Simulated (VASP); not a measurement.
# H2C32O in VASP: single point with PBE

Aim: the single point of H2C32O with PBE.

Program: VASP 6.6.1. These are calculated values, not measurements. Logs are shortened: lines on timing, memory, paths and dates and some standing lists are left out, and cuts for length are marked.

### 1 The cell of the first run

The cell holds a slab with vacuum, 35 atoms: a = 9.864 Å, b = 9.864 Å, c = 13.000 Å, α = 90.00°, β = 90.00°, γ = 120.00°.

### 2 Single point, PBE

Contents of INCAR:

```
PREC = Accurate
ENCUT = 520
EDIFF = 1E-7
ISMEAR = -1
SIGMA = 0.05
LREAL = Auto
LASPH = T
NELM = 60
ALGO = Normal
ISIF = 2
LWAVE = F
LCHARG = T
GGA = PE
LELF = T
LVHAR = T
NBANDS = 91
```

Contents of KPOINTS:

```
Automatic mesh
0
Gamma
  2 2 1
```

Contents of POSCAR:

```
H2C32O
1.0
    9.8640000000      0.0000000000      0.0000000000
   -4.9320000000      8.5424750000      0.0000000000
    0.0000000000      0.0000000000     13.0000000000
C O H
32 1 2
Direct
   -0.0005647102     -0.0004408558      0.0612585385
    0.1661036703      0.0829376732      0.0612142308
   -0.0005414625      0.2496585591      0.0612623077
    0.1661506489      0.3329963506      0.0612133846
   -0.0005550480      0.4996697093      0.0611771538
    0.1660921117      0.5829599735      0.0611584615
   -0.0005836355      0.7496021937      0.0611789231
    0.1660745452      0.8329290984      0.0611788462
    0.2494071396     -0.0004146339      0.0612022308
    0.4160589643      0.0829324054      0.0612272308
    0.2494383840      0.2496202798      0.0611973077
    0.4160913081      0.3329670851      0.0611993077
    0.2494389440      0.4996503941      0.0611756154
    0.4160846575      0.5829523645      0.0611630769
    0.2494054470      0.7496026620      0.0611669231
    0.4160545041      0.8329099002      0.0611962308
    0.4993479453     -0.0004379293      0.0612566154
    0.6660319400      0.0828929555      0.0613083077
    0.4993902300      0.2496119684      0.0612405385
    0.6660530450      0.3329868686      0.0612917692
    0.4994147357      0.4996234698      0.0611786923
    0.6660714270      0.5829508427      0.0611858462
    0.4993977786      0.7495956383      0.0611717692
    0.6660431877      0.8328862537      0.0611876154
    0.7493573382     -0.0004702384      0.0612501538
    0.9160714122      0.0829055982      0.0612941538
    0.7494102033      0.2496377221      0.0613320000
    0.9161204440      0.3330229237      0.0612410769
    0.7494201407      0.4996466481      0.0612214615
    0.9160846127      0.5829577494      0.0611799231
    0.7494019894      0.7495949359      0.0611803077
    0.9160638034      0.8328988964      0.0612103846
    0.8554287654      0.1739435000      0.3446131538
    0.7824890721      0.1877985010      0.3020851538
    0.9212499774      0.1602130530      0.2951710769
```

Potentials or basis: VASP PAW PBE potentials, release 64 (C, O, H).

Run with:

```
cat potpaw_PBE.64/C/POTCAR potpaw_PBE.64/O/POTCAR potpaw_PBE.64/H/POTCAR > POTCAR
mpirun -np 1 vasp_std > vasp.out
```

OUTCAR:

```text
PREC = Accurate
   ENCUT = 520
   EDIFF = 1E-7
   ISMEAR = -1
   LREAL = Auto
   LASPH = T
   NELM = 60
   ISIF = 2
   GGA = PE

 ion  position               nearest neighbor table
   1  0.999  1.000  0.061-  32 1.42   2 1.42  26 1.42
   2  0.166  0.083  0.061-   9 1.42   1 1.42  11 1.42
   3  0.999  0.250  0.061-   4 1.42  28 1.42  26 1.42
   4  0.166  0.333  0.061-  13 1.42  11 1.42   3 1.42
   5  0.999  0.500  0.061-  28 1.42   6 1.42  30 1.42
   6  0.166  0.583  0.061-  15 1.42   5 1.42  13 1.42
[... 24 lines left out ...]
  31  0.749  0.750  0.061-  22 1.42  24 1.42  32 1.42
  32  0.916  0.833  0.061-   7 1.42   1 1.42  31 1.42
  33  0.855  0.174  0.345-  34 0.97  35 0.97
  34  0.782  0.188  0.302-  33 0.97
  35  0.921  0.160  0.295-  33 0.97

  LATTYP: Found a hexagonal cell.
 ALAT       =     9.8640000000
 C/A-ratio  =     1.3179237632

  Lattice vectors:

 A1 = (   9.8640000000,   0.0000000000,   0.0000000000)
 A2 = (  -4.9320000000,   8.5424750000,   0.0000000000)
 A3 = (   0.0000000000,   0.0000000000,  13.0000000000)

Analysis of symmetry for initial positions (statically):
=====================================================================
 Subroutine PRICEL returns:
 Original cell was already a primitive cell.

 Routine SETGRP: Setting up the symmetry group for a
 hexagonal supercell.

 Subroutine GETGRP returns: Found  1 space group operations
 (whereof  1 operations were pure point group operations)
 out of a pool of 24 trial point group operations.

The static configuration has the point symmetry C_1 .

Analysis of symmetry for dynamics (positions and initial velocities):
=====================================================================
 Subroutine PRICEL returns:
 Original cell was already a primitive cell.

 Routine SETGRP: Setting up the symmetry group for a
 hexagonal supercell.

 Subroutine GETGRP returns: Found  1 space group operations
 (whereof  1 operations were pure point group operations)
 out of a pool of 24 trial point group operations.

The dynamic configuration has the point symmetry C_1 .

 Subroutine INISYM returns: Found  1 space group operations
 (whereof  1 operations are pure point group operations),
 and found     1 'primitive' translations

[... 139 lines left out ...]
   EDIFF  = 0.1E-06   stopping-criterion for ELM
   LREAL  =      T    real-space projection
   EDIFFG = 0.1E-05   stopping-criterion for IOM
   NSW    =      0    number of steps for IOM
   IBRION =     -1    ionic relax: 0-MD 1-quasi-New 2-CG
   NFREE  =      0    steps in history (QN), initial steepest desc. (CG)
   ISIF   =      2    stress and relaxation
   ISYM   =      2    0-nonsym 1-usesym 2-fastsym
   POTIM  = 0.5000    time-step for ionic-motion
   TEBEG  =    0.0;   TEEND  =   0.0 temperature during run
   PSTRESS=    0.0 pullay stress
   NELECT =     136.0000    total number of electrons
   NUPDOWN=      -1.0000    fix difference up-down
   EMIN   =  10.00;   EMAX   =-10.00  energy-range for DOS
   EFERMI =   0.00;   METHOD = LEGACY
   ISMEAR =    -1;   SIGMA  =   0.05  broadening in eV -4-tet -1-fermi 0-gaus
   EFERMI_NEDOS =   21; number of points for ismear=-14 and -15
   IALGO  =     38    algorithm
   IMIX   =      4    mixing-type and parameters
     AMIX     =   0.40;   BMIX     =  1.00
     AMIX_MAG =   1.60;   BMIX_MAG =  1.00
  volume/ion in A,a.u.               =      31.30       211.21
  Fermi-wavevector in a.u.,A,eV,Ry     =   0.816697  1.543334  9.075010  0.666994
  Thomas-Fermi vector in A             =   1.927012
   LORBIT       =      0    0 simple, 1 ext, 2 COOP (PROOUT), +10 PAW based schemes
   GGA     = PE    functional components
   LHFCALC =     F    Hartree Fock is set to
   AEXX    =    0.0000 exact exchange contribution
   IVDW    =     0    specifies the selected vdW correction
   LEPSILON=     F    determine dielectric tensor
   LRPA    =     F    only Hartree local field effects (RPA)
 non-spin polarized calculation
  energy-cutoff  :      520.00
  volume of cell :     1095.42
 maximum number of plane-waves:     29533
 NGX is ok and might be reduce to    80
   NGX = 37   NGY = 37   NGZ = 49

 number of electron     135.9999999 magnetization

 Free energy of the ion-electron system (eV)
  ---------------------------------------------------
  ext. energy  EPLUGINS =         0.00000000
  ---------------------------------------------------
  free energy    TOTEN  =      -309.48416197 eV

  energy without entropy =     -309.48416196  energy(sigma->0) =     -309.48416196

 E-fermi :  -2.0765     XC(G=0):  -3.5905

 val. band max:       -3.0572791032   @ k =   0.5000   0.5000   0.0000
 cond. band min:      -1.0940351892   @ k =   0.5000   0.5000   0.0000
 fundamental gap:      1.9632439140
 Fermi energy:        -2.0764754432

 k-point     1 :       0.0000    0.0000    0.0000
  band No.  band energies     occupation
      1     -22.8317      2.00000
      2     -21.5608      2.00000
      3     -20.1078      2.00000
      4     -20.1033      2.00000
      5     -20.0960      2.00000
      6     -20.0916      2.00000
[... 321 lines left out ...]
     79       2.3806      0.00000
     80       2.6861      0.00000
 [bands above 80 left out]

------------------------ aborting loop because EDIFF is reached ----------------------------------------

  FORCE on cell =-STRESS in cart. coord.  units (eV):
  Direction    XX          YY          ZZ          XY          YZ          ZX
  --------------------------------------------------------------------------------------
  -------------------------------------------------------------------------------------
  Total        1.9133740      1.6215485     -0.1095084      0.0469684      0.0035538     -0.0070947
  in kB        2.7985322      2.3717034     -0.1601688      0.0686968      0.0051979     -0.0103768
  external PRESSURE =       1.6700223 kB  Pullay stress =       0.0000000 kB

 VOLUME and BASIS-vectors are now :
 -----------------------------------------------------------------------------
  energy-cutoff  :      520.00
  volume of cell :     1095.42
      direct lattice vectors                 reciprocal lattice vectors
     9.864000000  0.000000000  0.000000000     0.101378751  0.058531046  0.000000000
    -4.932000000  8.542475000  0.000000000     0.000000000  0.117062093  0.000000000
     0.000000000  0.000000000 13.000000000     0.000000000  0.000000000  0.076923077

 POSITION                                       TOTAL-FORCE (eV/Angst)
 -----------------------------------------------------------------------------------
      4.92860      8.53871      0.79636        -0.005011     -0.005625      0.000878
      1.22940      0.70849      0.79579         0.006345      0.004662     -0.000380
      8.62734      2.13270      0.79641        -0.005349     -0.004283      0.000965
     -0.00343      2.84461      0.79577         0.003172      0.003231      0.000419
      7.39415      4.26842      0.79530        -0.005889     -0.003979     -0.000642
     -1.23683      4.97992      0.79506         0.004322      0.004213      0.000675
[... 27 lines left out ...]
      6.79225      1.60426      3.92711        -0.134506      0.020237     -0.042296
      8.29704      1.36862      3.83722         0.114988     -0.019505     -0.052747
 -----------------------------------------------------------------------------------
    total drift:                                0.036134      0.028886      0.000912

  FREE ENERGIE OF THE ION-ELECTRON SYSTEM (eV)
  ---------------------------------------------------
  free  energy   TOTEN  =      -309.4841619729 eV

  energy  without entropy=     -309.4841619556  energy(sigma->0) =     -309.48416196
```

Run time: 18 min. Hardware: 1 thread of Intel Xeon Platinum 8559C (Emerald Rapids), shared host; peak memory 1.3 GiB.

Results:

```yaml
Free_energy: -309.4842 eV
Largest_force: 0.142 eV/Å
Band_gap_on_the_k_mesh: 1.96 eV
```

Forces in eV/Å, atoms in the order of the input:
```
C   -0.005 -0.006  0.001
C    0.006  0.005  0.000
C   -0.005 -0.004  0.001
C    0.003  0.003  0.000
C   -0.006 -0.004 -0.001
C    0.004  0.004  0.001
C   -0.006 -0.005 -0.001
C    0.007  0.005  0.000
C   -0.006 -0.005  0.000
C    0.008  0.006  0.000
C   -0.006 -0.004 -0.001
C    0.007  0.006  0.000
C   -0.006 -0.005 -0.001
C    0.006  0.005  0.000
C   -0.006 -0.005 -0.001
C    0.008  0.006  0.000
C   -0.007 -0.005  0.001
C    0.008  0.005  0.001
C   -0.007 -0.005  0.000
C    0.008  0.005  0.001
C   -0.006 -0.005 -0.001
C    0.007  0.005 -0.001
C   -0.006 -0.005 -0.001
C    0.008  0.005  0.000
C   -0.007 -0.006  0.001
C    0.006  0.004  0.001
C   -0.007 -0.005  0.002
C    0.003  0.002  0.001
C   -0.006 -0.004  0.000
C    0.007  0.006  0.000
C   -0.006 -0.005 -0.001
C    0.008  0.005  0.000
O    0.014 -0.002  0.095
H   -0.135  0.020 -0.042
H    0.115 -0.020 -0.053
```

Caveat: there is no dipole correction, which matters where the two faces differ.
